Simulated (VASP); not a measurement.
Runs of VASP 6.6.1 on LiSc3. The structure is that of space group Pm-3m (No. 221), or close to it. The cells are those of the table. 

```csv
task,cell,k mesh,cutoff (eV),gap on the mesh (eV),pressure (GPa),relaxed volume (Å³/atom)
single point,"a = 4.091 Å, 4 atoms",4 × 4 × 4,520,none,-,-
relaxation of cell and atoms,"relaxed from a = 4.091 Å, 4 atoms",4 × 4 × 4,600,none,-0.1,(a)
relaxation of cell and atoms,"relaxed from a = 4.527 Å, 4 atoms",10 × 10 × 10,600,none,0.0,23.35
single point,"a = 4.527 Å, 4 atoms",4 × 4 × 4,520,none,-,-
single point,"a = 4.538 Å, 4 atoms",10 × 10 × 10,520,none,-,-
```

Alike in all rows: level PBE; potentials or basis VASP PAW PBE potentials, release 64 (Li_sv, Sc_sv); no spin polarisation; smearing gaussian 0.1 eV.

**Question.** Estimate the missing entries.

**Answer.** (a) 23.37.

Caveats: some runs use coarse meshes; the cutoff is under 1.25 times the usual one of these potentials, so pressure, stress and relaxed cells hold a basis-set (Pulay) error; the volume moved by over 15 % at a fixed basis, so the end points are rough (at least some runs).

A gap of «none» marks levels without a gap at the run's occupations.
